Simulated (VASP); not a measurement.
Input of a VASP 6.6.1 run:

File INCAR:

```
PREC = Accurate
ENCUT = 600
EDIFF = 1E-7
ISMEAR = 0
SIGMA = 0.1
LREAL = F
LASPH = T
NELM = 100
ALGO = Normal
ISIF = 3
LWAVE = F
LCHARG = F
GGA = PE
IBRION = 2
NSW = 90
EDIFFG = -0.04
```

KPOINTS

```
regular mesh
0
Gamma
  6 6 6
```

Contents of POSCAR:

```
LiH3
1.0
    5.6823035291      0.0000000000      0.0000000000
   -2.8411517646      4.9210192082      0.0000000000
    0.0000000000      0.0000000000      2.6442876648
Li H
2 6
Direct
    0.3333333333      0.6666666667      0.7500000000
    0.6666666667      0.3333333333      0.2500000000
    0.4879750342      0.5120249658      0.2500000000
    0.0240499316      0.5120249658      0.2500000000
    0.4879750342      0.9759500684      0.2500000000
    0.5120249658      0.0240499316      0.7500000000
    0.5120249658      0.4879750342      0.7500000000
    0.9759500684      0.4879750342      0.7500000000
```

Potentials or basis: VASP PAW PBE potentials, release 64 (Li_sv, H).

Launch:

```sh
$ cat potpaw_PBE.64/Li_sv/POTCAR potpaw_PBE.64/H/POTCAR > POTCAR
$ mpirun -np 1 vasp_std > vasp.out
```

Question: What does it give for the band gap on the k mesh?

Answer: Zero (bands 6 and 7 overlap by 5.14 eV).

Stress tensor (GPa, compression positive):
```
-0.40  0.00  0.00
 0.00 -0.40  0.00
 0.00  0.00 -0.07
```

Caveat: the k points lie up to 0.40 Å⁻¹ apart in the final cell, too coarse for converged energies and pressures of a metal; the cutoff is under 1.25 times the usual one of these potentials, so pressure, stress and relaxed cells hold a basis-set (Pulay) error; the relaxation stopped at its first step, so nothing moved.
